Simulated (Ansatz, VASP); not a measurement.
# One calculation of In, two programs

The input INCAR:

```
  PREC = Accurate
  ENCUT = 400
  EDIFF = 1E-8
  ISMEAR = -1
  SIGMA = 0.05
  LREAL = False
  LASPH = True
  NELM = 120
  ALGO = Normal
  ISIF = 2
  LWAVE = False
  LCHARG = False
  GGA = PE
  LEFG = True
  NBANDS = 12
  GGA_COMPAT = False
```

Contents of KPOINTS:

```
regular mesh
0
Gamma
  12 12 14
```

The input POSCAR:

```
In
1.0
   -1.5646485000      1.6388670000      2.4739500000
    1.6388670000     -1.5646485000      2.4739500000
    1.6134330000      1.6134330000     -2.4251655000
In
1
Direct
    0.0000000000      0.0000000000      0.0000000000
```

Input for Ansatz:

```yaml
crystal:
  lattice:
    - [-1.5646485, 1.638867, 2.47395]
    - [1.638867, -1.5646485, 2.47395]
    - [1.613433, 1.613433, -2.4251655]
  atoms:
    - { symbol: In, position: [0.0, 0.0, 0.0] }
kpoints:
  mp_grid: { grid: [12, 12, 14] }
scf:
  occupations: { method: fermi_dirac, width: 0.05 }
hamiltonian:
  xc: pbe
  pseudopotentials: { kind: all_electron, datasets: crystal }
output:
  forces: true
  stress: true
  eigenvalues: true
  efg: { contact_densities: true }
```

Change from the starting cell: equal xy, yz and zx shear strains of +3 %, crystal datasets.

Alike in both runs: task electric field gradients; functional PBE; k mesh 12 × 12 × 14; occupations fermi-dirac, width 0.05 eV; no spin polarisation.

|  | VASP | Ansatz |
| --- | --- | --- |
| version | VASP 6.6.1 | Ansatz 0.2.0 |
| potentials or method | VASP PAW PBE potentials, release 64 (In_d), cutoff 400 eV | all-electron PAW with datasets made for the crystal, scalar-relativistic |

```csv
,VASP,Ansatz,Ansatz less VASP
pressure (GPa),2.1,2.1,+0.07
"traceless stress, the component that is largest in VASP (GPa)",-0.59,-0.59,0.000
size of Vzz on the site where it differs most (V/Å²),18.6,18.8,+0.18
```

Ansatz ran all-electron here, and VASP with PAW potentials.
